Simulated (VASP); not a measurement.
# Ni (Im-3m) in VASP: single point with PBEsol

Aim: the single point of Ni with PBEsol.

All numbers are computed with VASP 6.6.1; they aren't measurements. Logs are shortened: lines on timing, memory, paths and dates and some standing lists are left out, and cuts for length are marked.

## 1. The cell of the first run

The structure is cubic, space group Im-3m (No. 229). Conventional cell: a = 2.755 Å, b = 2.755 Å, c = 2.755 Å, α = 90.00°, β = 90.00°, γ = 90.00°. Within 3.2 Å of Ni (site symmetry m-3m) lie 14 Ni at 2.39 to 2.76 Å.

This isn't the form of Ni at room conditions, which is fcc.

## 2. Single point, PBEsol, collinear spin, ferromagnetic start

Contents of POSCAR:

```
Ni
1.0
   -1.3775377809      1.3775377809      1.3775377809
    1.3775377809     -1.3775377809      1.3775377809
    1.3775377809      1.3775377809     -1.3775377809
Ni
1
Direct
    0.0000000000      0.0000000000      0.0000000000
```

Contents of INCAR.step1:

```
PREC = Accurate
ENCUT = 520
EDIFF = 1E-6
ISMEAR = 0
SIGMA = 0.1
LREAL = False
LASPH = True
NELM = 150
ALGO = Fast
ISIF = 2
LWAVE = False
LCHARG = True
ISPIN = 2
MAGMOM = 0.6
LMAXMIX = 4
GGA = PS
NBANDS = 15
```

Contents of KPOINTS.step1:

```
Automatic mesh
0
Gamma
  22 22 22
```

Contents of INCAR.step2:

```
PREC = Accurate
ENCUT = 520
EDIFF = 1E-6
ISMEAR = -5
SIGMA = 0.1
LREAL = False
LASPH = True
NELM = 150
ALGO = Fast
ISIF = 2
LWAVE = False
LCHARG = False
ISPIN = 2
MAGMOM = 0.6
LORBIT = 11
LMAXMIX = 4
GGA = PS
NEDOS = 1001
ICHARG = 11
```

Contents of KPOINTS.step2:

```
Automatic mesh
0
Gamma
  33 33 33
```

Potentials or basis: VASP PAW PBE potentials, release 64 (Ni).

Started as:

```
$ cat potpaw_PBE.64/Ni/POTCAR > POTCAR
$ cp INCAR.step1 INCAR
$ cp KPOINTS.step1 KPOINTS
$ mpirun -np 1 vasp_std > vasp.out
$ cp INCAR.step2 INCAR
$ cp KPOINTS.step2 KPOINTS
$ mpirun -np 1 vasp_std > vasp.out
```

OUTCAR:

```text
PREC = Accurate
   ENCUT = 520
   EDIFF = 1E-6
   ISMEAR = -5
   LREAL = False
   LASPH = True
   NELM = 150
   ISIF = 2
   ISPIN = 2
   LORBIT = 11
   GGA = PS
   ICHARG = 11

 ion  position               nearest neighbor table
   1  0.000  0.000  0.000-

  LATTYP: Found a body centered cubic cell.
 ALAT       =     2.7550755618

  Lattice vectors:

 A1 = (  -1.3775377809,   1.3775377809,   1.3775377809)
 A2 = (   1.3775377809,  -1.3775377809,   1.3775377809)
 A3 = (   1.3775377809,   1.3775377809,  -1.3775377809)

Analysis of symmetry for initial positions (statically):
=====================================================================
 Subroutine PRICEL returns:
 Original cell was already a primitive cell.

 Routine SETGRP: Setting up the symmetry group for a
 body centered cubic supercell.

 Subroutine GETGRP returns: Found 48 space group operations
 (whereof 48 operations were pure point group operations)
 out of a pool of 48 trial point group operations.

The static configuration has the point symmetry O_h .

Analysis of symmetry for dynamics (positions and initial velocities):
=====================================================================
 Subroutine PRICEL returns:
 Original cell was already a primitive cell.

 Routine SETGRP: Setting up the symmetry group for a
 body centered cubic supercell.

 Subroutine GETGRP returns: Found 48 space group operations
 (whereof 48 operations were pure point group operations)
 out of a pool of 48 trial point group operations.

The dynamic configuration has the point symmetry O_h .

Analysis of structural, dynamic, and magnetic symmetry:
=====================================================================
 Subroutine PRICEL returns:
 Original cell was already a primitive cell.

 Routine SETGRP: Setting up the symmetry group for a
 body centered cubic supercell.

 Subroutine GETGRP returns: Found 48 space group operations
 (whereof 48 operations were pure point group operations)
 out of a pool of 48 trial point group operations.

The overall configuration has the point symmetry O_h .

 Subroutine INISYM returns: Found 48 space group operations
 (whereof 48 operations are pure point group operations),
 and found     1 'primitive' translations

----------------------------------------------------------------------------------------

                                     Primitive cell

  volume of cell :      10.4561

  direct lattice vectors                    reciprocal lattice vectors
    -1.377537781  1.377537781  1.377537781     0.000000000  0.362966451  0.362966451
     1.377537781 -1.377537781  1.377537781     0.362966451  0.000000000  0.362966451
     1.377537781  1.377537781 -1.377537781     0.362966451  0.362966451  0.000000000

  length of vectors
     2.385965426  2.385965426  2.385965426     0.513312078  0.513312078  0.513312078

  position of ions in fractional coordinates (direct lattice)
     0.000000000  0.000000000  0.000000000

  ion indices of the primitive-cell ions
   primitive index   ion index
                 1           1

----------------------------------------------------------------------------------------

 KPOINTS: Automatic mesh

Automatic generation of k-mesh.
 Grid dimensions read from file:
 generate k-points for:   33   33   33

 Generating k-lattice:

  Cartesian coordinates                     Fractional coordinates (reciprocal lattice)
     0.000000000  0.010998983  0.010998983     0.030303030  0.000000000  0.000000000
     0.010998983  0.000000000  0.010998983     0.000000000  0.030303030  0.000000000
     0.010998983  0.010998983  0.000000000     0.000000000  0.000000000  0.030303030

  Length of vectors
     0.015554911  0.015554911  0.015554911

  Shift w.r.t. Gamma in fractional coordinates (k-lattice)
     0.000000000  0.000000000  0.000000000

 TETIRR: Found  43590 inequivalent tetrahedra from   215622

 Subroutine IBZKPT returns following result:
 ===========================================

 Found    969 irreducible k-points:

 Following reciprocal coordinates:
            Coordinates               Weight
  0.000000  0.000000  0.000000      1.000000
  0.030303  0.000000  0.000000     12.000000
  0.060606  0.000000  0.000000     12.000000
  0.090909  0.000000  0.000000     12.000000
  0.121212  0.000000  0.000000     12.000000
  0.151515  0.000000  0.000000     12.000000
[... 16 lines left out ...]
  0.181818  0.030303  0.000000     48.000000
  0.212121  0.030303  0.000000     48.000000
 [... further k-points ...]
   k-points           NKPTS =    969   k-points in BZ     NKDIM =    969   number of bands    NBANDS=      9
   number of dos      NEDOS =   1001   number of ions     NIONS =      1
   total plane-waves  NPLWV =   5832
   dimension x,y,z NGX =    18 NGY =   18 NGZ =   18
   dimension x,y,z NGXF=    36 NGYF=   36 NGZF=   36
   ions per type =               1
   NGX,Y,Z   is equivalent  to a cutoff of  12.54, 12.54, 12.54 a.u.
   NGXF,Y,Z  is equivalent  to a cutoff of  25.08, 25.08, 25.08 a.u.
 SYSTEM =  unknown system
   PREC   = accura    normal or accurate (medium, high low for compatibility)
   ISTART =      0    job   : 0-new  1-cont  2-samecut
   ICHARG =     11    charge: 1-file 2-atom 10-const
   ISPIN  =      2    spin polarized calculation?
   LNONCOLLINEAR =      F non collinear calculations
   LSORBIT =      F    spin-orbit coupling
   LASPH  =      T    aspherical Exc in radial PAW
   ENCUT  =  520.0 eV  38.22 Ry    6.18 a.u.   4.44  4.44  4.44*2*pi/ulx,y,z
   NELM   =    150;   NELMIN=  2; NELMDL=  0     # of ELM steps
   EDIFF  = 0.1E-05   stopping-criterion for ELM
   LREAL  =      F    real-space projection
   EDIFFG = 0.1E-04   stopping-criterion for IOM
   NSW    =      0    number of steps for IOM
   IBRION =     -1    ionic relax: 0-MD 1-quasi-New 2-CG
   NFREE  =      0    steps in history (QN), initial steepest desc. (CG)
   ISIF   =      2    stress and relaxation
   ISYM   =      2    0-nonsym 1-usesym 2-fastsym
   POTIM  = 0.5000    time-step for ionic-motion
   TEBEG  =    0.0;   TEEND  =   0.0 temperature during run
   PSTRESS=    0.0 pullay stress
   NELECT =      10.0000    total number of electrons
   NUPDOWN=      -1.0000    fix difference up-down
   EMIN   =  10.00;   EMAX   =-10.00  energy-range for DOS
   EFERMI =   0.00;   METHOD = LEGACY
   ISMEAR =    -5;   SIGMA  =   0.10  broadening in eV -4-tet -1-fermi 0-gaus
   EFERMI_NEDOS =   21; number of points for ismear=-14 and -15
   IALGO  =     68    algorithm
   IMIX   =      4    mixing-type and parameters
     AMIX     =   0.40;   BMIX     =  1.00
     AMIX_MAG =   1.60;   BMIX_MAG =  1.00
  volume/ion in A,a.u.               =      10.46        70.56
  Fermi-wavevector in a.u.,A,eV,Ry     =   1.612939  3.048013 35.396545  2.601573
  Thomas-Fermi vector in A             =   2.708089
   LORBIT       =     11    0 simple, 1 ext, 2 COOP (PROOUT), +10 PAW based schemes
   GGA     = PS    functional components
   LHFCALC =     F    Hartree Fock is set to
   AEXX    =    0.0000 exact exchange contribution
   IVDW    =     0    specifies the selected vdW correction
   LEPSILON=     F    determine dielectric tensor
   LRPA    =     F    only Hartree local field effects (RPA)
 spin polarized calculation
 RMM-DIIS sequential band-by-band and
 Fermi weights with tetrahedron method with Bloechl corrections
  energy-cutoff  :      520.00
  volume of cell :       10.46
 maximum number of plane-waves:       321
 NGX is ok and might be reduce to    18

 number of electron      10.0000010 magnetization       0.5141850

 Free energy of the ion-electron system (eV)
  ---------------------------------------------------
  ext. energy  EPLUGINS =         0.00000000
  ---------------------------------------------------
  free energy    TOTEN  =        -6.03438532 eV

  energy without entropy =       -6.03438532  energy(sigma->0) =       -6.03438532

 E-fermi :   9.6044     XC(G=0): -13.6675

 val. band max:        9.6441611009   @ k =   0.4848   0.0000   0.0000
 cond. band min:       9.5909644923   @ k =  -0.3333   0.3636   0.3030
 fundamental gap:     -0.0531966086
 Fermi energy:         9.6043717440

 spin component 1

 k-point     1 :       0.0000    0.0000    0.0000
  band No.  band energies     occupation
      1       0.4181      1.00000
      2       7.2602      1.00000
      3       7.2602      1.00000
      4       7.2602      1.00000
      5       8.7551      1.00000
      6       8.7551      1.00000
      7      36.4731      0.00000
      8      36.4731      0.00000
      9      36.4731      0.00000

 k-point     2 :       0.0303    0.0000    0.0000
  band No.  band energies     occupation
      1       0.4574      1.00000
      2       7.2508      1.00000
      3       7.2597      1.00000
      4       7.2786      1.00000
      5       8.7452      1.00000
      6       8.7558      1.00000
      7      36.1373      0.00000
      8      36.4086      0.00000
      9      36.4221      0.00000

 k-point     3 :       0.0606    0.0000    0.0000
  band No.  band energies     occupation
      1       0.5749      1.00000
      2       7.2231      1.00000
      3       7.2576      1.00000
      4       7.3336      1.00000
      5       8.7171      1.00000
      6       8.7580      1.00000
      7      35.2385      0.00000
      8      36.1922      0.00000
      9      36.2793      0.00000
[... 229 lines left out ...]
 k-point    23 :       0.1818    0.0303    0.0000
  band No.  band energies     occupation
      1       2.0200      1.00000
      2       6.9191      1.00000
      3       7.1670      1.00000
      4       8.0001      1.00000
      5       8.5216      1.00000
      6       8.7978      1.00000
      7      28.5405      0.00000
      8      32.9357      0.00000
      9      35.1533      0.00000

 k-point    24 :       0.2121    0.0303    0.0000
  band No.  band energies     occupation
      1       2.4915      1.00000
      2       6.8275      1.00000
      3       7.1447      1.00000
      4       8.2117      1.00000
      5       8.5085      1.00000
      6       8.8122      1.00000
      7      26.9289      0.00000
      8      32.2499      0.00000
      9      34.4240      0.00000

 [... further k-points ...]

 spin component 2

 k-point     1 :       0.0000    0.0000    0.0000
  band No.  band energies     occupation
      1       0.4252      1.00000
      2       7.8655      1.00000
      3       7.8655      1.00000
      4       7.8655      1.00000
      5       9.2187      1.00000
      6       9.2187      1.00000
      7      36.4110      0.00000
      8      36.4110      0.00000
      9      36.4110      0.00000

 k-point     2 :       0.0303    0.0000    0.0000
  band No.  band energies     occupation
      1       0.4646      1.00000
      2       7.8556      1.00000
      3       7.8647      1.00000
      4       7.8845      1.00000
      5       9.2083      1.00000
      6       9.2194      1.00000
      7      36.0839      0.00000
      8      36.3478      0.00000
      9      36.3652      0.00000

 k-point     3 :       0.0606    0.0000    0.0000
  band No.  band energies     occupation
      1       0.5822      1.00000
      2       7.8261      1.00000
      3       7.8611      1.00000
      4       7.9411      1.00000
      5       9.1791      1.00000
      6       9.2218      1.00000
      7      35.2084      0.00000
      8      36.1361      0.00000
      9      36.2364      0.00000
[... 229 lines left out ...]
 k-point    23 :       0.1818    0.0303    0.0000
  band No.  band energies     occupation
      1       2.0345      1.00000
      2       7.5035      1.00000
      3       7.7231      1.00000
      4       8.6273      1.00000
      5       8.9953      1.00000
      6       9.2646      1.00000
      7      28.6296      0.00000
      8      32.9348      0.00000
      9      35.2317      0.00000

 k-point    24 :       0.2121    0.0303    0.0000
  band No.  band energies     occupation
      1       2.5131      1.00000
      2       7.4066      1.00000
      3       7.6740      1.00000
      4       8.8452      1.00000
      5       8.9930      1.00000
      6       9.2800      1.00000
      7      27.0378      0.00000
      8      32.2478      0.00000
      9      34.5340      0.00000

 [... further k-points ...]
[... 5 lines left out ...]
  --------------------------------------------------------------------------------------
  -------------------------------------------------------------------------------------
  Total        0.0920505      0.0920505      0.0920505      0.0000000      0.0000000      0.0000000
  in kB       14.1047746     14.1047746     14.1047746      0.0000000      0.0000000      0.0000000
  external PRESSURE =      14.1047746 kB  Pullay stress =       0.0000000 kB

 VOLUME and BASIS-vectors are now :
 -----------------------------------------------------------------------------
  energy-cutoff  :      520.00
  volume of cell :       10.46
      direct lattice vectors                 reciprocal lattice vectors
    -1.377537781  1.377537781  1.377537781     0.000000000  0.362966451  0.362966451
     1.377537781 -1.377537781  1.377537781     0.362966451  0.000000000  0.362966451
     1.377537781  1.377537781 -1.377537781     0.362966451  0.362966451  0.000000000

 POSITION                                       TOTAL-FORCE (eV/Angst)
 -----------------------------------------------------------------------------------
      0.00000      0.00000      0.00000         0.000000      0.000000     -0.000000
 -----------------------------------------------------------------------------------
    total drift:                               -0.000000      0.000000      0.000000

  FREE ENERGIE OF THE ION-ELECTRON SYSTEM (eV)
  ---------------------------------------------------
  free  energy   TOTEN  =        -6.0343853201 eV

  energy  without entropy=       -6.0343853201  energy(sigma->0) =       -6.03438532

 total charge

# of ion       s       p       d       tot
------------------------------------------
    1        0.510   0.529   8.352   9.391

 magnetization (x)

# of ion       s       p       d       tot
------------------------------------------
    1       -0.004  -0.015   0.546   0.527
```

Wall time 6.1 min (1 thread of Intel Xeon 8259CL, shared host); peak memory 0.4 GiB.

Results:

```yaml
Net_moment: 0.51 μB per cell
Site_moments: Ni +0.53 μB
Valence_electrons_inside_the_program's_atomic_spheres: Ni 9.39
```

Caveat: the PAW data sets were made with another functional, which shifts forces and pressure a little; tetrahedron occupations give inexact forces and stress in metals.
